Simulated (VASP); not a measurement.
# CdTe (F-43m) in VASP: further runs

CdTe is run at these levels: r2SCAN; tasks: single point.

Everything below comes from runs of VASP 6.6.1. Logs are shortened: lines on timing, memory, paths and dates and some standing lists are left out, and cuts for length are marked.

## (1) The cell of the first run

Symmetry: F-43m, No. 216, cubic system. Conventional cell: a = 6.087 Å, b = 6.087 Å, c = 6.087 Å, α = 90.00°, β = 90.00°, γ = 90.00°. Within 3.5 Å of Cd (site symmetry -43m) lie 4 Te at 2.64 Å. Within 3.5 Å of Te (site symmetry -43m) lie 4 Cd at 2.64 Å.

## (2) Single point, r2SCAN (volume scaled by 0.800)

POSCAR

```
CdTe
1.0
    0.0000000000      3.0436956003      3.0436956003
    3.0436956003      0.0000000000      3.0436956003
    3.0436956003      3.0436956003      0.0000000000
Cd Te
1 1
Direct
    0.0000000000      0.0000000000      0.0000000000
    0.2500000000      0.2500000000      0.2500000000
```

INCAR.step1

```
PREC     = Accurate       # precision mode
ENCUT    = 520            # plane-wave cutoff, eV
ISMEAR   = 0              # smearing method
SIGMA    = 0.05           # smearing width, eV
LREAL    = F              # projectors in reciprocal space
LASPH    = T              # aspherical terms in the spheres
NELM     = 60             # most SCF steps
NBANDS   = 16             # bands
GGA      = PE             # functional
ALGO     = Normal         # electronic algorithm
EDIFF    = 1E-4           # SCF threshold, eV
LWAVE    = T              # write WAVECAR
LCHARG   = F              # write CHGCAR
```

INCAR.step2

```
PREC     = Accurate       # precision mode
ENCUT    = 520            # plane-wave cutoff, eV
EDIFF    = 1E-6           # SCF threshold, eV
ISMEAR   = 0              # smearing method
SIGMA    = 0.05           # smearing width, eV
LREAL    = F              # projectors in reciprocal space
LASPH    = T              # aspherical terms in the spheres
NELM     = 60             # most SCF steps
ALGO     = Normal         # electronic algorithm
ISIF     = 2              # what is computed and relaxed
LWAVE    = F              # write WAVECAR
LCHARG   = F              # write CHGCAR
METAGGA  = R2SCAN         # meta-GGA
LMIXTAU  = T            
NBANDS   = 16             # bands
ISTART   = 1
```

KPOINTS

```
regular mesh
0
Gamma
  10 10 10
```

Potentials or basis: VASP PAW PBE potentials, release 64 (Cd, Te).

The run is started by

```bash
$ cat potpaw_PBE.64/Cd/POTCAR potpaw_PBE.64/Te/POTCAR > POTCAR
$ cp INCAR.step1 INCAR
$ mpirun -np 1 vasp_std > vasp.out
$ cp INCAR.step2 INCAR
$ mpirun -np 1 vasp_std > vasp.out
```

OUTCAR:

```text
PREC = Accurate
   ENCUT = 520
   EDIFF = 1E-6
   ISMEAR = 0
   LREAL = F
   LASPH = T
   NELM = 60
   ISIF = 2
   METAGGA = R2SCAN
   ISTART = 1

 ion  position               nearest neighbor table
   1  0.000  0.000  0.000-   2 2.64   2 2.64   2 2.64   2 2.64
   2  0.250  0.250  0.250-   1 2.64   1 2.64   1 2.64   1 2.64

  LATTYP: Found a face centered cubic cell.
 ALAT       =     6.0873912006

  Lattice vectors:

 A1 = (   0.0000000000,   3.0436956003,   3.0436956003)
 A2 = (   3.0436956003,   0.0000000000,   3.0436956003)
 A3 = (   3.0436956003,   3.0436956003,   0.0000000000)

Analysis of symmetry for initial positions (statically):
=====================================================================
 Subroutine PRICEL returns:
 Original cell was already a primitive cell.

 Routine SETGRP: Setting up the symmetry group for a
 face centered cubic supercell.

 Subroutine GETGRP returns: Found 24 space group operations
 (whereof 24 operations were pure point group operations)
 out of a pool of 48 trial point group operations.

The static configuration has the point symmetry T_d .

Analysis of symmetry for dynamics (positions and initial velocities):
=====================================================================
 Subroutine PRICEL returns:
 Original cell was already a primitive cell.

 Routine SETGRP: Setting up the symmetry group for a
 face centered cubic supercell.

 Subroutine GETGRP returns: Found 24 space group operations
 (whereof 24 operations were pure point group operations)
 out of a pool of 48 trial point group operations.

The dynamic configuration has the point symmetry T_d .

 Subroutine INISYM returns: Found 24 space group operations
 (whereof 24 operations are pure point group operations),
 and found     1 'primitive' translations

----------------------------------------------------------------------------------------

                                     Primitive cell

  volume of cell :      56.3941

  direct lattice vectors                    reciprocal lattice vectors
     0.000000000  3.043695600  3.043695600    -0.164273983  0.164273983  0.164273983
     3.043695600  0.000000000  3.043695600     0.164273983 -0.164273983  0.164273983
     3.043695600  3.043695600  0.000000000     0.164273983  0.164273983 -0.164273983

  length of vectors
     4.304435598  4.304435598  4.304435598     0.284530885  0.284530885  0.284530885
[... 73 lines left out ...]
   ISTART =      1    job   : 0-new  1-cont  2-samecut
   ICHARG =      0    charge: 1-file 2-atom 10-const
   ISPIN  =      1    spin polarized calculation?
   LNONCOLLINEAR =      F non collinear calculations
   LSORBIT =      F    spin-orbit coupling
   LASPH  =      T    aspherical Exc in radial PAW
   ENCUT  =  520.0 eV  38.22 Ry    6.18 a.u.   8.00  8.00  8.00*2*pi/ulx,y,z
   NELM   =     60;   NELMIN=  2; NELMDL=  0     # of ELM steps
   EDIFF  = 0.1E-05   stopping-criterion for ELM
   LREAL  =      F    real-space projection
   EDIFFG = 0.1E-04   stopping-criterion for IOM
   NSW    =      0    number of steps for IOM
   IBRION =     -1    ionic relax: 0-MD 1-quasi-New 2-CG
   NFREE  =      0    steps in history (QN), initial steepest desc. (CG)
   ISIF   =      2    stress and relaxation
   ISYM   =      2    0-nonsym 1-usesym 2-fastsym
   POTIM  = 0.5000    time-step for ionic-motion
   TEBEG  =    0.0;   TEEND  =   0.0 temperature during run
   PSTRESS=    0.0 pullay stress
   NELECT =      18.0000    total number of electrons
   NUPDOWN=      -1.0000    fix difference up-down
   EMIN   =  10.00;   EMAX   =-10.00  energy-range for DOS
   EFERMI =   0.00;   METHOD = LEGACY
   ISMEAR =     0;   SIGMA  =   0.05  broadening in eV -4-tet -1-fermi 0-gaus
   EFERMI_NEDOS =   21; number of points for ismear=-14 and -15
   IALGO  =     38    algorithm
   IMIX   =      4    mixing-type and parameters
     AMIX     =   0.40;   BMIX     =  1.00
     AMIX_MAG =   1.60;   BMIX_MAG =  1.00
  volume/ion in A,a.u.               =      28.20       190.28
  Fermi-wavevector in a.u.,A,eV,Ry     =   1.118805  2.114235 17.030752  1.251725
  Thomas-Fermi vector in A             =   2.255439
   LORBIT       =      0    0 simple, 1 ext, 2 COOP (PROOUT), +10 PAW based schemes
   METAGGA = R2SCAN    functional components
   LHFCALC =     F    Hartree Fock is set to
   AEXX    =    0.0000 exact exchange contribution
   IVDW    =     0    specifies the selected vdW correction
   LEPSILON=     F    determine dielectric tensor
   LRPA    =     F    only Hartree local field effects (RPA)
 non-spin polarized calculation
 Gauss-broadening in eV      SIGMA  =   0.05
  energy-cutoff  :      520.00
  volume of cell :       56.39
 maximum number of plane-waves:      1533
   NGX = 17   NGY = 17   NGZ = 17

 number of electron      18.0000002 magnetization

 Free energy of the ion-electron system (eV)
  ---------------------------------------------------
  ext. energy  EPLUGINS =         0.00000000
  ---------------------------------------------------
  free energy    TOTEN  =       -46.09122071 eV

  energy without entropy =      -46.09122071  energy(sigma->0) =      -46.09122071

 E-fermi :   4.2825     XC(G=0): -10.0178

 val. band max:        4.0676176475   @ k =   0.0000   0.0000   0.0000
 cond. band min:       5.9721597382   @ k =   0.0000   0.0000   0.0000
 fundamental gap:      1.9045420906
 Fermi energy:         4.2824985579

 k-point     1 :       0.0000    0.0000    0.0000
  band No.  band energies     occupation
      1      -8.8023      2.00000
      2      -5.3699      2.00000
      3      -5.3699      2.00000
      4      -5.3699      2.00000
      5      -4.9042      2.00000
      6      -4.9042      2.00000
[... 433 lines left out ...]
      3      -5.1477      2.00000
      4      -5.0784      2.00000
      5      -4.8655      2.00000
      6      -4.5659      2.00000
[... 8 lines left out ...]
     15      15.5038      0.00000
     16      17.0396      0.00000

 [... further k-points ...]
[... 5 lines left out ...]
  --------------------------------------------------------------------------------------
  -------------------------------------------------------------------------------------
  Total        5.4144304      5.4144304      5.4144304      0.0000000      0.0000000     -0.0000000
  in kB      153.8259874    153.8259874    153.8259874      0.0000000      0.0000000     -0.0000000
  external PRESSURE =     153.8259874 kB  Pullay stress =       0.0000000 kB

 VOLUME and BASIS-vectors are now :
 -----------------------------------------------------------------------------
  energy-cutoff  :      520.00
  volume of cell :       56.39
      direct lattice vectors                 reciprocal lattice vectors
     0.000000000  3.043695600  3.043695600    -0.164273983  0.164273983  0.164273983
     3.043695600  0.000000000  3.043695600     0.164273983 -0.164273983  0.164273983
     3.043695600  3.043695600  0.000000000     0.164273983  0.164273983 -0.164273983

 POSITION                                       TOTAL-FORCE (eV/Angst)
 -----------------------------------------------------------------------------------
      0.00000      0.00000      0.00000         0.000000     -0.000000     -0.000000
      1.52185      1.52185      1.52185         0.000000      0.000000      0.000000
 -----------------------------------------------------------------------------------
    total drift:                               -0.000004     -0.000004     -0.000004

  FREE ENERGIE OF THE ION-ELECTRON SYSTEM (eV)
  ---------------------------------------------------
  free  energy   TOTEN  =       -46.0912207063 eV

  energy  without entropy=      -46.0912207063  energy(sigma->0) =      -46.09122071
```

OUTCAR.step1:

```text
PREC = Accurate
   ENCUT = 520
   ISMEAR = 0
   LREAL = F
   LASPH = T
[... 676 lines left out ...]
 -----------------------------------------------------------------------------------
      0.00000      0.00000      0.00000         0.000000      0.000000      0.000000
      1.52185      1.52185      1.52185        -0.000000     -0.000000     -0.000000
 -----------------------------------------------------------------------------------
    total drift:                               -0.000000     -0.000000     -0.000000

  FREE ENERGIE OF THE ION-ELECTRON SYSTEM (eV)
  ---------------------------------------------------
  free  energy   TOTEN  =        -4.1625110324 eV

  energy  without entropy=       -4.1625110324  energy(sigma->0) =       -4.16251103
```

Wall time 84 s (1 thread of AMD EPYC 9R45 (Zen 5), shared host); peak memory 0.18 GiB.

What came out:

```
Free energy            : -46.0912 eV
Pressure               : 15.4 GPa
Band gap on the k mesh : 1.90 eV, direct
```

Caveat: the PAW data sets were made with another functional, which shifts forces and pressure a little; spin-orbit coupling is left out, which moves the levels of the heavy elements.

(Continued in part 2 of 2.)
